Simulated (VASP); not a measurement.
A run of VASP 6.6.1 is set up as follows.

Contents of INCAR:

```
ALGO = Normal
EDIFF = 1E-6
EDIFFG = -0.04
ENCUT = 600
GGA = PE
IBRION = 2
ISIF = 3
ISMEAR = 0
LASPH = True
LCHARG = False
LREAL = False
LWAVE = False
NELM = 100
NSW = 90
PREC = Accurate
SIGMA = 0.1
```

KPOINTS

```
k-points
0
Gamma
  6 6 4
```

File POSCAR:

```
SrTiC2
1.0
    3.9155868900      0.0000000000      0.0000000000
   -1.9577934400      3.3909977200      0.0000000000
    0.0000000000      0.0000000000      5.9406294400
Sr Ti C
1 1 2
Direct
    0.0000000000      0.0000000000      0.5000000000
    0.0000000000      0.0000000000      0.0000000000
    0.3333333300      0.6666666700      0.0000000000
    0.6666666700      0.3333333300      0.0000000000
```

Potentials or basis: VASP PAW PBE potentials, release 64 (Sr_sv, Ti_sv, C).

Run with:

```bash
$ cat potpaw_PBE.64/Sr_sv/POTCAR potpaw_PBE.64/Ti_sv/POTCAR potpaw_PBE.64/C/POTCAR > POTCAR
$ mpirun -np 1 vasp_std > vasp.out
```

Task: Predict the relaxed volume.

Result: 19.04 Å³/atom.

Task: Predict the space group after relaxing (to 0.1 Å).

Result: P6/mmm (No. 191).

Stress tensor (GPa, compression positive):
```
-0.02  0.00  0.00
 0.00 -0.02  0.00
 0.00  0.00 -0.24
```
